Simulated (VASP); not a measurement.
# B4MoRu (Cmmm) in VASP: relaxation of cell and atoms with PBE

Aim: the relaxation of cell and atoms of B4MoRu with PBE.

Program: VASP 6.6.1. These are calculated values, not measurements. Logs are shortened: lines on timing, memory, paths and dates and some standing lists are left out, and cuts for length are marked.

## 1. The cell of the first run

Symmetry: Cmmm, No. 65, orthorhombic system. Conventional cell: a = 6.306 Å, b = 6.339 Å, c = 3.067 Å, α = 90.00°, β = 90.00°, γ = 90.00°. Within 2.6 Å of B (site symmetry 2mm) lie 2 Mo at 1.95 Å and 1 Ru at 1.95 Å and 1 B at 2.41 Å. B (site symmetry m2m) has 1 Mo at 1.91 Å and 2 Ru at 1.98 Å and 1 B at 2.51 Å within 2.6 Å. Within 2.5 Å of Mo (site symmetry mmm) lie 6 B at 1.91 to 1.95 Å. Within 2.6 Å of Ru (site symmetry mmm) lie 6 B at 1.95 to 1.98 Å.

The cell was generated, and may not be a known phase.

## 2. Relaxation of cell and atoms, PBE

Input file INCAR:

```
PREC = Accurate
ENCUT = 560
EDIFF = 1E-7
ISMEAR = 0
SIGMA = 0.1
LREAL = False
LASPH = True
NELM = 120
ALGO = Normal
ISIF = 3
LWAVE = False
LCHARG = False
GGA = PE
IBRION = 2
NSW = 90
EDIFFG = -0.04
GGA_COMPAT = False
NELMIN = 4
```

Input file KPOINTS:

```
Automatic mesh
0
Gamma
  4 4 6
```

Input file POSCAR:

```
B4MoRu
1.0
    3.1529134300     -3.1696424100      0.0000000000
    3.1529134300      3.1696424100      0.0000000000
    0.0000000000      0.0000000000      3.0666674500
B Mo Ru
4 1 1
Direct
    0.8092463600      0.8092463600      0.0000000000
    0.6982636500      0.3017363500      0.5000000000
    0.1907536400      0.1907536400      0.0000000000
    0.3017363500      0.6982636500      0.5000000000
    0.0000000000      0.0000000000      0.5000000000
    0.5000000000      0.5000000000      0.0000000000
```

Potentials or basis: VASP PAW PBE potentials, release 64 (B, Mo_sv, Ru_sv).

Started as:

```bash
cat potpaw_PBE.64/B/POTCAR potpaw_PBE.64/Mo_sv/POTCAR potpaw_PBE.64/Ru_sv/POTCAR > POTCAR
mpirun -np 1 vasp_std > vasp.out
```

OUTCAR:

```text
PREC = Accurate
   ENCUT = 560
   EDIFF = 1E-7
   ISMEAR = 0
   LREAL = False
   LASPH = True
   NELM = 120
   ISIF = 3
   GGA = PE
   IBRION = 2
   NSW = 90
   EDIFFG = -0.04
   NELMIN = 4

 ion  position               nearest neighbor table
   1  0.809  0.809  0.000-   5 1.95   5 1.95   6 1.95
   2  0.698  0.302  0.500-   5 1.91   6 1.98   6 1.98
   3  0.191  0.191  0.000-   5 1.95   5 1.95   6 1.95
   4  0.302  0.698  0.500-   5 1.91   6 1.98   6 1.98
   5  0.000  0.000  0.500-   2 1.91   4 1.91   3 1.95   1 1.95   1 1.95   3 1.95
   6  0.500  0.500  0.000-   1 1.95   3 1.95   2 1.98   4 1.98   2 1.98   4 1.98

  LATTYP: Found a base centered orthorhombic cell.
 ALAT       =     6.3058268600
 B/A-ratio  =     1.0053058799
 C/A-ratio  =     0.4863228119

  Lattice vectors:

 A1 = (   3.1529134300,  -3.1696424100,   0.0000000000)
 A2 = (   3.1529134300,   3.1696424100,   0.0000000000)
 A3 = (   0.0000000000,   0.0000000000,   3.0666674500)

Analysis of symmetry for initial positions (statically):
=====================================================================
 Subroutine PRICEL returns:
 Original cell was already a primitive cell.

 Routine SETGRP: Setting up the symmetry group for a
 base centered orthorhombic supercell.

 Subroutine GETGRP returns: Found  8 space group operations
 (whereof  8 operations were pure point group operations)
 out of a pool of  8 trial point group operations.

The static configuration has the point symmetry D_2h.

Analysis of symmetry for dynamics (positions and initial velocities):
=====================================================================
 Subroutine PRICEL returns:
 Original cell was already a primitive cell.

 Routine SETGRP: Setting up the symmetry group for a
 base centered orthorhombic supercell.

 Subroutine GETGRP returns: Found  8 space group operations
 (whereof  8 operations were pure point group operations)
 out of a pool of  8 trial point group operations.

The dynamic configuration has the point symmetry D_2h.

 Subroutine INISYM returns: Found  8 space group operations
 (whereof  8 operations are pure point group operations),
 and found     1 'primitive' translations

----------------------------------------------------------------------------------------

                                     Primitive cell

  volume of cell :      61.2941

  direct lattice vectors                    reciprocal lattice vectors
     3.152913430 -3.169642410  0.000000000     0.158583485 -0.157746501  0.000000000
     3.152913430  3.169642410  0.000000000     0.158583485  0.157746501  0.000000000
     0.000000000  0.000000000  3.066667450     0.000000000  0.000000000  0.326086873

  length of vectors
     4.470737758  4.470737758  3.066667450     0.223679861  0.223679861  0.326086873

  position of ions in fractional coordinates (direct lattice)
     0.809246360  0.809246360  0.000000000
     0.698263650  0.301736350  0.500000000
     0.190753640  0.190753640  0.000000000
     0.301736350  0.698263650  0.500000000
     0.000000000  0.000000000  0.500000000
     0.500000000  0.500000000  0.000000000

  ion indices of the primitive-cell ions
   primitive index   ion index
                 1           1
                 2           2
                 3           3
                 4           4
                 5           5
                 6           6

----------------------------------------------------------------------------------------

 KPOINTS: Automatic mesh

Automatic generation of k-mesh.
 Grid dimensions read from file:
 generate k-points for:    4    4    6

 Generating k-lattice:

  Cartesian coordinates                     Fractional coordinates (reciprocal lattice)
     0.039645871 -0.039436625  0.000000000     0.250000000  0.000000000  0.000000000
     0.039645871  0.039436625  0.000000000     0.000000000  0.250000000  0.000000000
     0.000000000  0.000000000  0.054347812     0.000000000  0.000000000  0.166666667

  Length of vectors
     0.055919965  0.055919965  0.054347812

  Shift w.r.t. Gamma in fractional coordinates (k-lattice)
     0.000000000  0.000000000  0.000000000

 Subroutine IBZKPT returns following result:
 ===========================================

 Found     28 irreducible k-points:

 Following reciprocal coordinates:
            Coordinates               Weight
  0.000000  0.000000  0.000000      1.000000
  0.250000 -0.000000  0.000000      4.000000
  0.500000 -0.000000  0.000000      2.000000
  0.250000  0.250000  0.000000      2.000000
  0.500000  0.250000  0.000000      4.000000
 -0.250000  0.250000  0.000000      2.000000
[... 16 lines left out ...]
  0.250000 -0.000000  0.500000      4.000000
  0.500000 -0.000000  0.500000      2.000000
 [... further k-points ...]
   k-points           NKPTS =     28   k-points in BZ     NKDIM =     28   number of bands    NBANDS=     25
   number of dos      NEDOS =    301   number of ions     NIONS =      6
   total plane-waves  NPLWV =  31104
   dimension x,y,z NGX =    36 NGY =   36 NGZ =   24
   dimension x,y,z NGXF=    72 NGYF=   72 NGZF=   48
   ions per type =               4   1   1
   NGX,Y,Z   is equivalent  to a cutoff of  13.39, 13.39, 13.01 a.u.
   NGXF,Y,Z  is equivalent  to a cutoff of  26.77, 26.77, 26.02 a.u.
 SYSTEM =  unknown system
   PREC   = accura    normal or accurate (medium, high low for compatibility)
   ISTART =      0    job   : 0-new  1-cont  2-samecut
   ICHARG =      2    charge: 1-file 2-atom 10-const
   ISPIN  =      1    spin polarized calculation?
   LNONCOLLINEAR =      F non collinear calculations
   LSORBIT =      F    spin-orbit coupling
   LASPH  =      T    aspherical Exc in radial PAW
   ENCUT  =  560.0 eV  41.16 Ry    6.42 a.u.   8.63  8.63  5.92*2*pi/ulx,y,z
   NELM   =    120;   NELMIN=  4; NELMDL= -5     # of ELM steps
   EDIFF  = 0.1E-06   stopping-criterion for ELM
   LREAL  =      F    real-space projection
   EDIFFG = -.4E-01   stopping-criterion for IOM
   NSW    =     90    number of steps for IOM
   IBRION =      2    ionic relax: 0-MD 1-quasi-New 2-CG
   NFREE  =      1    steps in history (QN), initial steepest desc. (CG)
   ISIF   =      3    stress and relaxation
   ISYM   =      2    0-nonsym 1-usesym 2-fastsym
   POTIM  = 0.5000    time-step for ionic-motion
   TEBEG  =    0.0;   TEEND  =   0.0 temperature during run
   PSTRESS=    0.0 pullay stress
   NELECT =      42.0000    total number of electrons
   NUPDOWN=      -1.0000    fix difference up-down
   EMIN   =  10.00;   EMAX   =-10.00  energy-range for DOS
   EFERMI =   0.00;   METHOD = LEGACY
   ISMEAR =     0;   SIGMA  =   0.10  broadening in eV -4-tet -1-fermi 0-gaus
   EFERMI_NEDOS =   21; number of points for ismear=-14 and -15
   IALGO  =     38    algorithm
   IMIX   =      4    mixing-type and parameters
     AMIX     =   0.40;   BMIX     =  1.00
     AMIX_MAG =   1.60;   BMIX_MAG =  1.00
  volume/ion in A,a.u.               =      10.22        68.94
  Fermi-wavevector in a.u.,A,eV,Ry     =   1.443283  2.727410 28.341844  2.083067
  Thomas-Fermi vector in A             =   2.561708
   LORBIT       =      0    0 simple, 1 ext, 2 COOP (PROOUT), +10 PAW based schemes
   GGA     = PE    functional components
   LHFCALC =     F    Hartree Fock is set to
   AEXX    =    0.0000 exact exchange contribution
   IVDW    =     0    specifies the selected vdW correction
   LEPSILON=     F    determine dielectric tensor
   LRPA    =     F    only Hartree local field effects (RPA)
 conjugate gradient relaxation of ions
 non-spin polarized calculation
 Gauss-broadening in eV      SIGMA  =   0.10
  energy-cutoff  :      560.00
  volume of cell :       61.29
 maximum number of plane-waves:      1864
 NGX is ok and might be reduce to    36
   NGX = 17   NGY = 17   NGZ = 11

--------------------------------------- Ionic step        1  -------------------------------------------

 number of electron      41.9999998 magnetization

 Free energy of the ion-electron system (eV)
  ---------------------------------------------------
  ext. energy  EPLUGINS =         0.00000000
  ---------------------------------------------------
  free energy    TOTEN  =       -35.62200730 eV

  energy without entropy =      -35.60375216  energy(sigma->0) =      -35.61287973

------------------------ aborting loop because EDIFF is reached ----------------------------------------

  FORCE on cell =-STRESS in cart. coord.  units (eV):
  Direction    XX          YY          ZZ          XY          YZ          ZX
  --------------------------------------------------------------------------------------
  -------------------------------------------------------------------------------------
  Total       20.2230202     22.3319573     26.2258206      0.0000000      0.0000000      0.0000000
  in kB      528.6127129    583.7385510    685.5208574      0.0000000      0.0000000      0.0000000
  external PRESSURE =     599.2907071 kB  Pullay stress =       0.0000000 kB
[... 25 lines left out ...]
  energy  without entropy=      -35.6037521650  energy(sigma->0) =      -35.61287973

--------------------------------------- Ionic step        2  -------------------------------------------

 number of electron      42.0000015 magnetization

 E-fermi :   3.5425     XC(G=0):  -9.9712

 val. band max:        3.5340863227   @ k =   0.5000   0.5000   0.1667
 cond. band min:       3.5603904533   @ k =   0.0000   0.0000   0.0000
 fundamental gap:      0.0263041306
 Fermi energy:         3.5425106199

 k-point     1 :       0.0000    0.0000    0.0000
  band No.  band energies     occupation
      1     -68.4583      2.00000
      2     -57.0424      2.00000
      3     -38.5795      2.00000
      4     -38.4678      2.00000
      5     -38.3342      2.00000
      6     -31.2589      2.00000
[... 736 lines left out ...]
  FREE ENERGIE OF THE ION-ELECTRON SYSTEM (eV)
  ---------------------------------------------------
  free  energy   TOTEN  =       -38.4138121366 eV

  energy  without entropy=      -38.3908724134  energy(sigma->0) =      -38.40234227

[... ionic steps 4 to 52 ...]

--------------------------------------- Ionic step       53  -------------------------------------------

 number of electron      42.0000018 magnetization

------------------------ aborting loop because EDIFF is reached ----------------------------------------

  FORCE on cell =-STRESS in cart. coord.  units (eV):
  Direction    XX          YY          ZZ          XY          YZ          ZX
  --------------------------------------------------------------------------------------
  -------------------------------------------------------------------------------------
  Total       -0.0891643     -0.7359497      0.5096935      0.0000000      0.0000000      0.0000000
  in kB       -2.0488796    -16.9111675     11.7120946      0.0000000      0.0000000      0.0000000
  external PRESSURE =      -2.4159842 kB  Pullay stress =       0.0000000 kB
[... 65 lines left out ...]
  energy  without entropy=      -40.9574617011  energy(sigma->0) =      -40.96846718

--------------------------------------- Ionic step       55  -------------------------------------------

 number of electron      42.0000021 magnetization

 Free energy of the ion-electron system (eV)
  ---------------------------------------------------
  ext. energy  EPLUGINS =         0.00000000
  ---------------------------------------------------
  free energy    TOTEN  =       -40.98165860 eV

  energy without entropy =      -40.95998267  energy(sigma->0) =      -40.97082064

 E-fermi :   7.8213     XC(G=0): -11.7864

 val. band max:        7.8165390606   @ k =   0.2500  -0.0000   0.5000
 cond. band min:       7.8424214359   @ k =   0.5000   0.5000   0.0000
 fundamental gap:      0.0258823752
 Fermi energy:         7.8213204208

 k-point     1 :       0.0000    0.0000    0.0000
  band No.  band energies     occupation
      1     -64.8734      2.00000
      2     -53.1904      2.00000
      3     -35.1556      2.00000
      4     -35.0068      2.00000
      5     -34.6054      2.00000
      6     -27.4626      2.00000
[... 696 lines left out ...]
  FREE ENERGIE OF THE ION-ELECTRON SYSTEM (eV)
  ---------------------------------------------------
  free  energy   TOTEN  =       -40.9816586048 eV

  energy  without entropy=      -40.9599826661  energy(sigma->0) =      -40.97082064

 reached required accuracy - stopping structural energy minimisation
```

Wall time 13 min (1 thread of Intel Xeon 6975P-C (Granite Rapids), shared host); peak memory 0.23 GiB.

Results:

```
Free energy                           : -40.9817 eV
Relaxed volume                        : 11.58 Å³/atom
Relaxed cell                          : a = 4.091 Å, b = 4.091 Å, c = 4.156 Å, α = 90.00°, β = 90.00°, γ = 92.86°
Space group after relaxing (to 0.1 Å) : Cmmm (No. 65)
Energy gained by relaxing             : 893.3 meV/atom
Ionic steps                           : 55
Pressure after relaxing               : 0.0 GPa
Largest force after relaxing          : 0.005 eV/Å
Band gap on the k mesh                : zero (bands 21 and 22 overlap by 1.30 eV)
```

Forces in eV/Å, atoms in the order of the input:
```
B    0.003  0.000  0.000
B    0.000 -0.005  0.000
B   -0.003  0.000  0.000
B    0.000  0.005  0.000
Mo   0.000  0.000  0.000
Ru   0.000  0.000  0.000
```

Step by step:
| step | energy change (eV) | largest force (eV/Å) | pressure (GPa) | volume (Å³) |
| --- | --- | --- | --- | --- |
| 1 | 0.0000 | 2.0329 | 59.93 | 61.29 |
| 3 | -2.7918 | 0.9017 | -1.88 | 79.46 |
| 5 | -2.7951 | 0.9053 | -0.05 | 78.47 |
| 7 | -2.9617 | 0.2257 | 1.49 | 78.62 |
| 9 | -2.9984 | 0.1832 | -1.36 | 80.14 |
| 11 | -3.0227 | 0.1838 | 0.72 | 78.63 |
| 13 | -3.0986 | 1.4527 | -2.51 | 79.04 |
| 15 | -3.1031 | 1.7738 | -2.94 | 79.07 |
| 17 | -3.1100 | 1.8890 | -3.10 | 79.07 |
| 19 | -3.1357 | 2.3468 | -3.78 | 79.03 |
| 21 | -3.1685 | 2.9363 | -4.58 | 78.79 |
| 23 | -3.1746 | 2.0233 | -4.20 | 77.42 |
| 25 | -3.2415 | 2.8818 | -4.80 | 77.98 |
| 27 | -3.4808 | 1.1374 | -2.58 | 76.79 |
| 29 | -3.5155 | 0.9045 | -1.35 | 76.30 |
| 31 | -3.5600 | 0.8235 | -0.74 | 76.07 |
| 33 | -3.6803 | 0.0930 | 2.33 | 75.25 |
| 35 | -3.6949 | 0.2377 | 1.33 | 75.47 |
| 37 | -3.7104 | 0.1962 | -1.49 | 76.68 |
| 39 | -3.7385 | 0.3060 | -0.71 | 75.94 |
| 41 | -4.0381 | 2.0515 | 3.06 | 72.41 |
| 43 | -4.6674 | 4.9638 | 14.81 | 66.73 |
| 45 | -4.8013 | 4.1782 | 12.06 | 67.32 |
| 47 | -5.3080 | 0.4909 | -1.22 | 70.51 |
| 49 | -5.3098 | 0.4224 | -2.07 | 70.78 |
| 51 | -5.3410 | 0.1813 | -1.19 | 70.24 |
| 53 | -5.3516 | 0.4351 | -0.24 | 69.72 |
| 55 | -5.3597 | 0.0052 | -0.05 | 69.46 |

Final structure:
```xyz
6
Lattice="2.8195 -2.9638 0.0000 2.8195 2.9638 0.0000 0.0000 0.0000 4.1563" Properties=species:S:1:pos:R:3 pbc="T T T"
B     4.8453    0.0000    0.0000
B     2.8195   -0.8190    2.0781
B     0.7938    0.0000    0.0000
B     2.8195    0.8190    2.0781
Mo    0.0000    0.0000    2.0781
Ru    2.8195    0.0000    0.0000
```

Caveat: a cell axis changed by over 15 % at a fixed basis, so the end point is rough.

The gap in the log of VASP goes by the Fermi energy; the results here count the filled bands.